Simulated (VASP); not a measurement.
A run of VASP 6.6.1 is set up as follows.

The input INCAR:

```
SYSTEM = As
  PREC = Accurate
  ENCUT = 400
  EDIFF = 1E-6
  ISMEAR = 0
  SIGMA = 0.05
  LREAL = .FALSE.
  LASPH = .TRUE.
  NELM = 120
  ALGO = Normal
  ISIF = 2
  LWAVE = .FALSE.
  LCHARG = .FALSE.
  LDIPOL = .TRUE.
  IDIPOL = 3
  DIPOL = 0.5 0.5 0.364
  GGA = PE
  IVDW = 12
  NBANDS = 38
  GGA_COMPAT = .FALSE.
  NELMDL = -8
```

Contents of KPOINTS:

```
regular mesh
0
G
  9 9 1
  0 0 0
```

File POSCAR:

```
As
1.0
    3.5716242980      0.0000000000      0.0000000000
   -1.7858121490      3.0931173748      0.0000000000
    0.0000000000      0.0000000000     20.2951239168
As
4
Direct
    0.3333333333      0.6666666667      0.2217281362
    0.6666666667      0.3333333333      0.2905595911
    1.3333333333      0.6666666667      0.4382627401
    1.6666666667      0.3333333333      0.5071008648
```

Potentials or basis: VASP PAW PBE potentials, release 64 (As_d).

Command:

```sh
$ cat potpaw_PBE.64/As_d/POTCAR > POTCAR
$ mpirun -np 1 vasp_std > vasp.out
```

Task: Estimate the band gap on the k mesh.

Result: 0.73 eV (least direct gap 1.59 eV).

Task: Predict the largest force.

Result: 0.029 eV/Å.

Task: Predict the dispersion energy per atom.

Result: -0.284 eV.

Forces on the atoms (eV/Å):
```
As   0.000  0.000 -0.025
As   0.000  0.000  0.029
As   0.000  0.000 -0.029
As   0.000  0.000  0.025
```

Caveat: the cell differs from its parent crystal (layers slid over each other, then relaxed in part).
